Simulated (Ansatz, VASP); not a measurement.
Se: VASP beside Ansatz

```
Se
1.0
     4.50482    0.00000    0.00000
    -2.25241    3.90129    0.00000
     0.00000    0.00000    4.97880
Se
3
Cartesian
  0.9816 0.0000 1.6596
  -0.4908 0.8501 3.3192
  1.7616 3.0512 0.0000
```

Alike in both runs: task single point; functional PBEsol; k mesh 9 × 9 × 7; occupations fermi-dirac, width 0.02 eV; no spin polarisation.

|  | VASP | Ansatz |
| --- | --- | --- |
| version | VASP 6.6.1 | Ansatz 0.2.0 |
| potentials or method | VASP PAW PBE potentials, release 64 (Se), cutoff 520 eV | all-electron LAPW, scalar-relativistic |

|  | VASP | Ansatz | Ansatz less VASP |
| --- | --- | --- | --- |
| gap on the k mesh at the Fermi level (eV) | 1.25 | 1.26 | +0.019 |
| least direct gap on the mesh (eV) | 1.36 | 1.38 | +0.019 |
| pressure (GPa) | -0.7 | -0.9 | -0.17 |
| traceless stress, the component that is largest in VASP (GPa) | 0.49 | 0.42 | -0.069 |
| rms of the force components (eV/Å) | 0.113 | 0.084 | -0.0284 |

VASP's potentials were made for PBE, not for PBEsol. Atom by atom the forces differ by 0.028 eV/Å (rms over components). Ansatz ran all-electron here, and VASP with PAW potentials.
